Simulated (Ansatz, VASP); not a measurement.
## Two plane-wave programs on Ba

```
Ba
1.0
     4.09603    0.00000    0.00000
    -2.04802    3.54727    0.00000
     0.00000    0.00000    4.10908
Ba
1
Direct
  0.00000 0.00000 0.00000
```

Change from the starting cell: strain -0.050 along x and y, +0.050 along z, atoms carried along.

Alike in both runs: task single point; functional PBE; k mesh 15 × 15 × 12; occupations gaussian, width 0.15 eV; no spin polarisation.

```csv
,VASP,Ansatz
version,VASP 6.6.1,Ansatz 0.2.0
potentials or method,"VASP PAW PBE potentials, release 64 (Ba_sv), cutoff 520 eV","scalar-relativistic, plane waves, PAW"
valence electrons in the cell,10,10
```

VASP gave:

| Quantity | Value |
| --- | --- |
| gap on the k mesh at the Fermi level (eV) | none |
| pressure (GPa) | 0.5 |
| traceless stress, the component that is largest in VASP (GPa) | -1.73 |

Task: Estimate Ansatz's values.

Result: gap on the k mesh at the Fermi level (eV): none; pressure (GPa): 0.4; traceless stress, the component that is largest in VASP (GPa): -1.73.

A gap of «none» marks a metal or a gap that the smearing closes. With one functional, cell and mesh, what is left measures potentials, basis and numerics.

Spin-orbit coupling is off throughout.
